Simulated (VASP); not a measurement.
# Ba8Zn3O11 in VASP: notebook

Ba8Zn3O11 is run at these levels: PBE; tasks: single point.

Everything below comes from runs of VASP 6.6.1. Logs are shortened: lines on timing, memory, paths and dates and some standing lists are left out, and cuts for length are marked.

**1. The cell of the first run**

The cell holds an amorphous packing of atoms, 22 atoms: a = 7.537 Å, b = 7.670 Å, c = 7.304 Å, α = 94.70°, β = 87.83°, γ = 90.66°.

**2. Single point, PBE**

Contents of INCAR:

```
PREC = Accurate ; ENCUT = 520
EDIFF = 1E-6 ; ISMEAR = -1
SIGMA = 0.05 ; LREAL = Auto
LASPH = T ; NELM = 60
ALGO = Normal ; ISIF = 2
LWAVE = F ; LCHARG = F
GGA = PE ; NBANDS = 108
ISYM = 0
```

Contents of KPOINTS:

```
regular mesh
0
Gamma
  1 1 1
```

Contents of POSCAR:

```
Ba8Zn3O11
1.0
    7.5350960000     -0.0410920000      0.1399040000
   -0.0410920000      7.6639600000     -0.3067190000
    0.1399040000     -0.3067190000      7.2967150000
Ba O Zn
8 11 3
Direct
    0.2987180484      0.1208884895      0.7272442389
    0.6458748078      0.6010402799      0.6300339268
    0.7796133903      0.1215601321      0.5040056752
    0.3964955720      0.6327363618      0.0122241238
    0.9535275761      0.7826495685      0.2119582814
    0.6770887381      0.0041013738      0.9571198199
    0.9950245290      0.3696072170      0.0265793092
    0.3159927330      0.0449431496      0.2835746320
    0.5447102641      0.9164512297      0.6432673963
    0.8842187755      0.6638651990      0.8883962614
    0.0879207200      0.9315495796      0.5489776557
    0.2074828169      0.5315959917      0.2356930365
    0.8254099297      0.4944352016      0.3431801187
    0.2520697700      0.5470385539      0.7141896798
    0.2156918187      0.9136229088      0.9570493512
    0.4747954072      0.3154072054      0.4433664472
    0.5724679003      0.3349609683      0.9936215604
    0.9243435293      0.1209027888      0.2024524495
    0.5744408062      0.8660602805      0.2168024346
    0.0874173180      0.7852935790      0.7603814085
    0.6229385855      0.3913967616      0.2495584963
    0.2559371120      0.4900305293      0.4634222452
```

Potentials or basis: VASP PAW PBE potentials, release 64 (Ba_sv, O, Zn).

On the command line:

```
$ cat potpaw_PBE.64/Ba_sv/POTCAR potpaw_PBE.64/O/POTCAR potpaw_PBE.64/Zn/POTCAR > POTCAR
$ mpirun -np 1 vasp_gam > vasp.out
```

OUTCAR:

```text
PREC = Accurate
   ENCUT = 520
   EDIFF = 1E-6
   ISMEAR = -1
   LREAL = Auto
   LASPH = T
   NELM = 60
   ISIF = 2
   GGA = PE
   ISYM = 0

 ion  position               nearest neighbor table
   1  0.299  0.121  0.727-  15 2.46   9 2.47  11 2.47  16 2.92  20 3.03  17 3.23   8 3.24  14 3.30
                             6 3.52   7 3.56  22 3.58   3 3.92   8 4.16   3 4.30   4 4.36   4 4.51
   2  0.646  0.601  0.630-  13 2.53   9 2.54  10 2.67  16 2.81  14 3.04  21 3.10  22 3.30   4 3.30
                            20 3.73   6 3.76   3 3.85   5 4.09   3 4.27   7 4.47   1 4.58
   3  0.780  0.122  0.504-  18 2.42   9 2.59  11 2.80  16 2.82  21 3.16  19 3.18  13 3.19   5 3.46
                             6 3.56   2 3.85   1 3.92   8 3.92   6 4.12   2 4.27   1 4.30   8 4.32
   4  0.396  0.633  0.012-  12 2.30  14 2.51  19 2.63  15 2.63  17 2.65  21 3.19   2 3.30  20 3.30
                             6 3.57   7 3.62   8 3.64  22 3.67   5 3.75   1 4.36   1 4.51   5 4.60
   5  0.954  0.783  0.212-  10 2.53  18 2.61  13 2.64  12 2.75  11 2.84  15 2.89  19 2.93   7 3.35
                             6 3.40   8 3.40  20 3.41   3 3.46   4 3.75  22 3.84  21 3.90   2 4.09
   6  0.677  0.004  0.957-  19 2.35   9 2.57  17 2.66  18 2.73  10 3.05   5 3.40   1 3.52  21 3.53
                             8 3.55   3 3.56   4 3.57   7 3.68  20 3.72   2 3.76   3 4.12
   7  0.995  0.370  0.027-  18 2.43  12 2.50  10 2.70  13 2.71  21 3.19  17 3.21  14 3.31   5 3.35
                             1 3.56   4 3.62   6 3.68  22 3.85   8 4.10   3 4.36   2 4.47   3 4.48
   8  0.316  0.045  0.284-  19 2.41  16 2.60  15 2.65  11 2.73  18 3.10   1 3.24   5 3.40  21 3.52
                             6 3.55  22 3.58   4 3.64   3 3.92   7 4.10   1 4.16   3 4.32
   9  0.545  0.916  0.643-   1 2.47   2 2.54   6 2.57   3 2.59
  10  0.884  0.664  0.888-  20 2.02   5 2.53   2 2.67   7 2.70   6 3.05
  11  0.088  0.932  0.549-  20 1.98   1 2.47   8 2.73   3 2.80   5 2.84
  12  0.207  0.532  0.236-  22 1.77   4 2.30   7 2.50   5 2.75
  13  0.825  0.494  0.343-  21 1.84   2 2.53   5 2.64   7 2.71   3 3.19
  14  0.252  0.547  0.714-  22 1.85  20 2.22   4 2.51   2 3.04   1 3.30   7 3.31
  15  0.216  0.914  0.957-  20 1.95   1 2.46   4 2.63   8 2.65   5 2.89
  16  0.475  0.315  0.443-  21 1.89  22 2.13   8 2.60   2 2.81   3 2.82   1 2.92
  17  0.572  0.335  0.994-  21 1.94   4 2.65   6 2.66   7 3.21   1 3.23
  18  0.924  0.121  0.202-   3 2.42   7 2.43   5 2.61   6 2.73   8 3.10
  19  0.574  0.866  0.217-   6 2.35   8 2.41   4 2.63   5 2.93   3 3.18
  20  0.087  0.785  0.760-  15 1.95  11 1.98  10 2.02  14 2.22   1 3.03   4 3.30   5 3.41   6 3.72
                             2 3.73
  21  0.623  0.391  0.250-  13 1.84  16 1.89  17 1.94   2 3.10   3 3.16   7 3.19   4 3.19   8 3.52
                             6 3.53   5 3.90
  22  0.256  0.490  0.463-  12 1.77  14 1.85  16 2.13   2 3.30   1 3.58   8 3.58   4 3.67   5 3.84
                             7 3.85

IMPORTANT INFORMATION: All symmetrisations will be switched off!
NOSYMM: (Re-)initialisation of all symmetry stuff for point group C_1.

----------------------------------------------------------------------------------------

                                     Primitive cell

  volume of cell :     420.5079

  direct lattice vectors                    reciprocal lattice vectors
     7.535096000 -0.041092000  0.139904000     0.132762428  0.000610988 -0.002519845
    -0.041092000  7.663960000 -0.306719000     0.000610988  0.130703536  0.005482437
     0.139904000 -0.306719000  7.296715000    -0.002519845  0.005482437  0.137326743

  length of vectors
     7.536506711  7.670205211  7.304498577     0.132787745  0.130819895  0.137459234

  position of ions in fractional coordinates (direct lattice)
     0.298718048  0.120888489  0.727244239
     0.645874808  0.601040280  0.630033927
     0.779613390  0.121560132  0.504005675
     0.396495572  0.632736362  0.012224124
     0.953527576  0.782649568  0.211958281
     0.677088738  0.004101374  0.957119820
[... 14 lines left out ...]
     0.622938586  0.391396762  0.249558496
     0.255937112  0.490030529  0.463422245

  ion indices of the primitive-cell ions
   primitive index   ion index
                 1           1
                 2           2
                 3           3
                 4           4
                 5           5
                 6           6
[... 14 lines left out ...]
                21          21
                22          22

----------------------------------------------------------------------------------------

 KPOINTS: regular mesh

Automatic generation of k-mesh.
 Grid dimensions read from file:
 generate k-points for:    1    1    1

 Generating k-lattice:

  Cartesian coordinates                     Fractional coordinates (reciprocal lattice)
     0.132762428  0.000610988 -0.002519845     1.000000000 -0.000000000  0.000000000
     0.000610988  0.130703536  0.005482437    -0.000000000  1.000000000  0.000000000
    -0.002519845  0.005482437  0.137326743    -0.000000000  0.000000000  1.000000000

  Length of vectors
     0.132787745  0.130819895  0.137459234

  Shift w.r.t. Gamma in fractional coordinates (k-lattice)
     0.000000000  0.000000000  0.000000000

 Subroutine IBZKPT returns following result:
 ===========================================

 Found      1 irreducible k-points:

 Following reciprocal coordinates:
            Coordinates               Weight
  0.000000  0.000000  0.000000      1.000000
   k-points           NKPTS =      1   k-points in BZ     NKDIM =      1   number of bands    NBANDS=    108
   number of dos      NEDOS =    301   number of ions     NIONS =     22
   total plane-waves  NPLWV = 181440
   dimension x,y,z NGX =    56 NGY =   60 NGZ =   54
   dimension x,y,z NGXF=   112 NGYF=  120 NGZF=  108
   ions per type =               8  11   3
   NGX,Y,Z   is equivalent  to a cutoff of  12.35, 13.00, 12.29 a.u.
   NGXF,Y,Z  is equivalent  to a cutoff of  24.71, 26.01, 24.58 a.u.
 SYSTEM =  unknown system
   PREC   = accura    normal or accurate (medium, high low for compatibility)
   ISTART =      0    job   : 0-new  1-cont  2-samecut
   ICHARG =      2    charge: 1-file 2-atom 10-const
   ISPIN  =      1    spin polarized calculation?
   LNONCOLLINEAR =      F non collinear calculations
   LSORBIT =      F    spin-orbit coupling
   LASPH  =      T    aspherical Exc in radial PAW
   ENCUT  =  520.0 eV  38.22 Ry    6.18 a.u.  14.01 14.26 13.58*2*pi/ulx,y,z
   NELM   =     60;   NELMIN=  2; NELMDL= -5     # of ELM steps
   EDIFF  = 0.1E-05   stopping-criterion for ELM
   LREAL  =      T    real-space projection
   EDIFFG = 0.1E-04   stopping-criterion for IOM
   NSW    =      0    number of steps for IOM
   IBRION =     -1    ionic relax: 0-MD 1-quasi-New 2-CG
   NFREE  =      0    steps in history (QN), initial steepest desc. (CG)
   ISIF   =      2    stress and relaxation
   ISYM   =      0    0-nonsym 1-usesym 2-fastsym
   POTIM  = 0.5000    time-step for ionic-motion
   TEBEG  =    0.0;   TEEND  =   0.0 temperature during run
   PSTRESS=    0.0 pullay stress
   NELECT =     182.0000    total number of electrons
   NUPDOWN=      -1.0000    fix difference up-down
   EMIN   =  10.00;   EMAX   =-10.00  energy-range for DOS
   EFERMI =   0.00;   METHOD = LEGACY
   ISMEAR =    -1;   SIGMA  =   0.05  broadening in eV -4-tet -1-fermi 0-gaus
   EFERMI_NEDOS =   21; number of points for ismear=-14 and -15
   IALGO  =     38    algorithm
   IMIX   =      4    mixing-type and parameters
     AMIX     =   0.40;   BMIX     =  1.00
     AMIX_MAG =   1.60;   BMIX_MAG =  1.00
  volume/ion in A,a.u.               =      19.11       128.99
  Fermi-wavevector in a.u.,A,eV,Ry     =   1.238342  2.340127 20.864406  1.533491
  Thomas-Fermi vector in A             =   2.372871
   LORBIT       =      0    0 simple, 1 ext, 2 COOP (PROOUT), +10 PAW based schemes
   GGA     = PE    functional components
   LHFCALC =     F    Hartree Fock is set to
   AEXX    =    0.0000 exact exchange contribution
   IVDW    =     0    specifies the selected vdW correction
   LEPSILON=     F    determine dielectric tensor
   LRPA    =     F    only Hartree local field effects (RPA)
 non-spin polarized calculation
  energy-cutoff  :      520.00
  volume of cell :      420.51
 maximum number of plane-waves:      5660
   NGX = 29   NGY = 29   NGZ = 27

 number of electron     182.0000006 magnetization

 Free energy of the ion-electron system (eV)
  ---------------------------------------------------
  ext. energy  EPLUGINS =         0.00000000
  ---------------------------------------------------
  free energy    TOTEN  =      -114.89698028 eV

  energy without entropy =     -114.89698028  energy(sigma->0) =     -114.89698028

 E-fermi :   2.7313     XC(G=0):  -9.6411

 val. band max:        1.6704946066   @ k =   0.0000   0.0000   0.0000
 cond. band min:       3.7861991722   @ k =   0.0000   0.0000   0.0000
 fundamental gap:      2.1157045656
 Fermi energy:         2.7313477227

 k-point     1 :       0.0000    0.0000    0.0000
  band No.  band energies     occupation
      1     -24.5809      2.00000
      2     -24.4179      2.00000
      3     -24.3939      2.00000
      4     -24.2070      2.00000
      5     -24.1913      2.00000
      6     -24.0661      2.00000
[... 95 lines left out ...]
    102       6.5643      0.00000
    103       6.6402      0.00000
 [bands above 103 left out]

------------------------ aborting loop because EDIFF is reached ----------------------------------------

  FORCE on cell =-STRESS in cart. coord.  units (eV):
  Direction    XX          YY          ZZ          XY          YZ          ZX
  --------------------------------------------------------------------------------------
  -------------------------------------------------------------------------------------
  Total       18.9434677     13.8474925     23.6718341      1.8275934      5.4205190     -4.7912239
  in kB       72.1765074     52.7603319     90.1920565      6.9633138     20.6527199    -18.2550423
  external PRESSURE =      71.7096319 kB  Pullay stress =       0.0000000 kB

 VOLUME and BASIS-vectors are now :
 -----------------------------------------------------------------------------
  energy-cutoff  :      520.00
  volume of cell :      420.51
      direct lattice vectors                 reciprocal lattice vectors
     7.535096000 -0.041092000  0.139904000     0.132762428  0.000610988 -0.002519845
    -0.041092000  7.663960000 -0.306719000     0.000610988  0.130703536  0.005482437
     0.139904000 -0.306719000  7.296715000    -0.002519845  0.005482437  0.137326743

 POSITION                                       TOTAL-FORCE (eV/Angst)
 -----------------------------------------------------------------------------------
      2.34765      0.69115      5.31121         0.859946      0.829825      0.500818
      4.93018      4.38656      4.50319         0.418573      0.270040      0.001973
      5.93998      0.74501      3.74937         0.150553      0.265584     -0.152303
      2.96334      4.82922     -0.04941         1.334428      0.226367     -0.373270
      7.18241      5.89400      1.43995        -0.447209     -0.207313      0.531468
      5.23566     -0.28996      7.07730         1.055949      0.418331     -0.103364
[... 14 lines left out ...]
      4.71273      2.89751      1.78806        -0.279629     -0.338493     -1.560042
      1.97321      3.60292      3.26696         0.142620      0.113736      1.166989
 -----------------------------------------------------------------------------------
    total drift:                                0.001990      0.001837      0.003429

  FREE ENERGIE OF THE ION-ELECTRON SYSTEM (eV)
  ---------------------------------------------------
  free  energy   TOTEN  =      -114.8969802846 eV

  energy  without entropy=     -114.8969802815  energy(sigma->0) =     -114.89698028
```

Run time: 62 s. Hardware: 1 thread of AMD EPYC 9R45 (Zen 5), shared host; peak memory 0.39 GiB.

What came out:

| Item | Value |
| --- | --- |
| Free energy | -114.8970 eV |
| Pressure | 7.2 GPa |
| Largest force | 1.621 eV/Å |
| Band gap on the k mesh | 2.12 eV |

Forces in eV/Å, atoms in the order of the input:
```
Ba   0.860  0.830  0.501
Ba   0.419  0.270  0.002
Ba   0.151  0.266 -0.152
Ba   1.334  0.226 -0.373
Ba  -0.447 -0.207  0.531
Ba   1.056  0.418 -0.103
Ba  -0.485  0.049 -0.135
Ba  -0.736  0.161 -0.024
O    0.311  0.209  0.059
O   -0.161  0.428 -0.767
O   -0.679 -0.006 -0.002
O   -0.781 -0.238 -0.298
O    0.116  0.310  0.414
O   -0.303 -0.308 -0.239
O    0.162  0.330  0.744
O   -0.560 -0.242  0.472
O    0.250 -0.580  0.038
O   -0.239 -0.334 -0.067
O    0.305 -0.241  0.139
Zn  -0.437 -1.118 -0.347
Zn  -0.280 -0.338 -1.560
Zn   0.143  0.114  1.167
```

Stress tensor (GPa, compression positive):
```
 7.22  0.70 -1.83
 0.70  5.28  2.07
-1.83  2.07  9.02
```

Caveat: the k points lie up to 0.86 Å⁻¹ apart; spin-orbit coupling is left out, which moves the levels of the heavy elements.

**3. Single point, PBE**

Contents of INCAR:

```
PREC = Accurate
ENCUT = 520
EDIFF = 1E-7
ISMEAR = -1
SIGMA = 0.05
LREAL = Auto
LASPH = True
NELM = 100
ALGO = Normal
ISIF = 2
LWAVE = False
LCHARG = False
GGA = PE
NBANDS = 108
ISYM = 0
```

KPOINTS is that of step 2.

Contents of POSCAR:

```
Ba8Zn3O11
1.0
    7.5350960000     -0.0410920000      0.1399040000
   -0.0410920000      7.6639600000     -0.3067190000
    0.1399040000     -0.3067190000      7.2967150000
Ba O Zn
8 11 3
Direct
    0.3037481210      0.1196659907      0.7399435576
    0.6515768479      0.6167382114      0.6169438056
    0.7662192430      0.0984936648      0.5060952417
    0.4186081068      0.6333600271     -0.0125245942
    0.9723413271      0.7740743248      0.2200653118
    0.7253107536      0.0192794469      0.9657127210
    0.9954886542      0.3728575066      0.0536073612
    0.3094104810      0.0420338784      0.2914611336
    0.5520722745      0.9320923979      0.7003155980
    0.8396305838      0.6501192037      0.8707659865
    0.0403246728      0.9342919816      0.5809172373
    0.2432593990      0.5524079085      0.2359948331
    0.8068350734      0.5071011363      0.3406126043
    0.2172117341      0.5241228159      0.7060554833
    0.1920764444      0.8955538069      0.9606276393
    0.4584578717      0.2924044787      0.4571163762
    0.5063717456      0.2935241301      1.0306122680
    0.9340702857      0.1187383395      0.2121520623
    0.5857323871      0.8835635630      0.2251731675
    0.0794126450      0.7496308150      0.7561036531
    0.6007570772      0.3754471327      0.2490895493
    0.2783189038      0.4872396998      0.4661624780
```

Potentials or basis: VASP PAW PBE potentials, release 64 (Ba_sv, O, Zn).

On the command line:

```
$ cat potpaw_PBE.64/Ba_sv/POTCAR potpaw_PBE.64/O/POTCAR potpaw_PBE.64/Zn/POTCAR > POTCAR
$ mpirun -np 1 vasp_gam > vasp.out
```

It took 68 s on 1 thread of AMD EPYC 9R45 (Zen 5), shared host; peak memory 0.39 GiB.

Results (log left out):

```yaml
Free_energy: -115.1094 eV
Pressure: 7.6 GPa
Largest_force: 1.541 eV/Å
Band_gap_on_the_k_mesh: 2.16 eV
```

Forces in eV/Å, atoms in the order of the input:
```
Ba  -0.481  0.447  1.150
Ba  -0.034  0.303 -0.523
Ba   0.157  0.862 -0.418
Ba   0.974  0.619 -0.060
Ba  -0.562  0.228  0.286
Ba   0.244 -0.460  0.235
Ba   0.543  0.510 -0.378
Ba  -0.463 -0.332 -0.845
O   -0.375 -0.809 -0.868
O    0.683  0.080  0.756
O    0.286 -0.526 -0.207
O   -1.036 -0.073  0.335
O   -0.533 -0.910 -1.124
O   -0.094  0.066  1.347
O    0.103 -0.307  0.437
O    0.423  0.510  0.467
O   -0.173 -0.645 -0.884
O    0.463  0.241  0.478
O    0.301 -0.116  0.079
Zn  -0.623  0.092  0.001
Zn   0.563  0.357  0.310
Zn  -0.365 -0.136 -0.575
```

Stress tensor (GPa, compression positive):
```
 6.74 -0.53 -2.28
-0.53  5.60  2.30
-2.28  2.30 10.47
```

Levels at points of the mesh, in eV from the valence-band top:
| k point | band 87 | band 88 | band 89 | band 90 | band 91 | band 92 | band 93 | band 94 | band 95 | band 96 |
| --- | --- | --- | --- | --- | --- | --- | --- | --- | --- | --- |
| (0.00, 0.00, 0.00) | -0.46 | -0.35 | -0.25 | -0.18 | 0.00 | 2.16 | 3.03 | 3.47 | 3.73 | 3.82 |

Caveat: the k points lie up to 0.86 Å⁻¹ apart; spin-orbit coupling is left out, which moves the levels of the heavy elements.

(Part 1 of 2 ends here.)
